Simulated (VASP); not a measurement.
Crystal: InGa3As2.

```xyz
6
Lattice="3.4343 0.0000 0.0000 0.0000 3.4343 0.0000 0.0000 0.0000 10.2675" Properties=species:S:1:pos:R:3 pbc="T T T"
In    0.0000    0.0000    0.0000
Ga    1.7171    1.7171    1.8866
Ga    1.7171    1.7171    5.1338
Ga    1.7171    1.7171    8.3809
As    0.0000    0.0000    3.4321
As    0.0000    0.0000    6.8354
```

The cell was built from a structure type or drawn by symmetry, and may not be a known phase.

```yaml
Program: VASP 6.6.1
Task: relaxation of cell and atoms
Functional: PBE
Potentials_or_basis: VASP PAW PBE potentials, release 64 (In_d, Ga_d, As)
Cutoff: 600 eV
k_mesh: 6 × 6 × 2
Occupations: gaussian, width 0.1 eV
Spin: no spin polarisation
```

At the start: pressure 0.9 GPa; volume 20.18 Å³/atom.

Q: How do energy, volume and symmetry change on relaxing?

A: Over 9 steps the energy falls by 15.0 meV/atom and the volume is 20.84 Å³/atom (+3.2 %); space group P4/mmm (No. 123, to 0.1 Å) before and after.

The path:
```
step  energy change (eV)  largest force (eV/Å)  pressure (GPa)  volume (Å³)
   1              0.0000                0.4528            0.86       121.10
   2             -0.0307                0.3922           -0.04       123.01
   3             -0.0439                0.3330           -0.76       124.90
   4             -0.0451                0.3164           -1.00       125.56
   5             -0.0693                0.2159           -0.26       124.07
   6             -0.0790                0.0539            0.90       121.94
   7             -0.0796                0.0866            0.64       122.34
   8             -0.0872                0.0352            0.28       123.59
   9             -0.0900                0.0077           -0.10       125.01
```

Final structure:
```
In Ga As
1.0
     3.41258    0.00000    0.00000
     0.00000    3.41258    0.00000
     0.00000    0.00000   10.73465
In Ga As
1 3 2
Direct
  0.00000 0.00000 0.00000
  0.50000 0.50000 0.20191
  0.50000 0.50000 0.50000
  0.50000 0.50000 0.79809
  0.00000 0.00000 0.33294
  0.00000 0.00000 0.66706
```
